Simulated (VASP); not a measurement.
Set up this calculation in VASP 6.6.1, as the native input.

```
Task                   : single point
Functional             : BLYP
Potentials or basis    : VASP PAW PBE potentials, release 64 (Hf_pv, O)
Cutoff                 : 520 eV
k mesh                 : 5 × 5 × 5
Occupations            : fermi-dirac, width 0.05 eV
Spin                   : no spin polarisation
Dipole correction      : no
Further INCAR settings : ALGO = Normal; EDIFF = 1e-06; NBANDS = 56
```

The structure of HfO2 lies in POSCAR:

```
HfO2
1.0
    5.0488293586      0.0000000000      0.0000000000
    0.0000000000      5.1156143815      0.0000000000
   -0.8470580823      0.0000000000      5.1434008384
Hf O
4 8
Direct
    0.2755000000      0.4603000000      0.7080000000
    0.7245000000      0.9603000000      0.7920000000
    0.7245000000      0.5397000000      0.2920000000
    0.2755000000      0.0397000000      0.2080000000
    0.0742000000      0.1684000000      0.8467000000
    0.9258000000      0.6684000000      0.6533000000
    0.9258000000      0.8316000000      0.1533000000
    0.0742000000      0.3316000000      0.3467000000
    0.4487000000      0.7419000000      0.9801000000
    0.5513000000      0.2419000000      0.5199000000
    0.5513000000      0.2581000000      0.0199000000
    0.4487000000      0.7581000000      0.4801000000
```

These files were run (other wordings do the same):

INCAR

```
SYSTEM = HfO2
PREC = Accurate ; ENCUT = 520
EDIFF = 1E-6 ; ISMEAR = -1
SIGMA = 0.05 ; LREAL = .FALSE.
LASPH = .TRUE. ; NELM = 100
ALGO = Normal ; ISIF = 2
LWAVE = .FALSE. ; LCHARG = .FALSE.
GGA = B5 ; ALDAX = 1.0
AGGAX = 1.0 ; AGGAC = 1.0
ALDAC = 0.0 ; NBANDS = 56
```

KPOINTS

```
Automatic mesh
0
G
  5 5 5
  0 0 0
```

Potentials or basis: VASP PAW PBE potentials, release 64 (Hf_pv, O).

The run is started by

```bash
$ cat potpaw_PBE.64/Hf_pv/POTCAR potpaw_PBE.64/O/POTCAR > POTCAR
$ mpirun -np 1 vasp_std > vasp.out
```

It gave:

The pressure is 21.4 GPa. The largest force is 0.639 eV/Å and the band gap on the k mesh is 4.36 eV, indirect (least direct gap 4.41 eV).

Caveat: the PAW data sets were made with another functional, which shifts forces and pressure a little; spin-orbit coupling is left out, which moves the levels of the heavy elements.

Wall time 3 min on 1 thread of AMD EPYC 9R45 96-Core Processor (Zen 5), with other jobs on the host, peak memory 0.34 GiB.
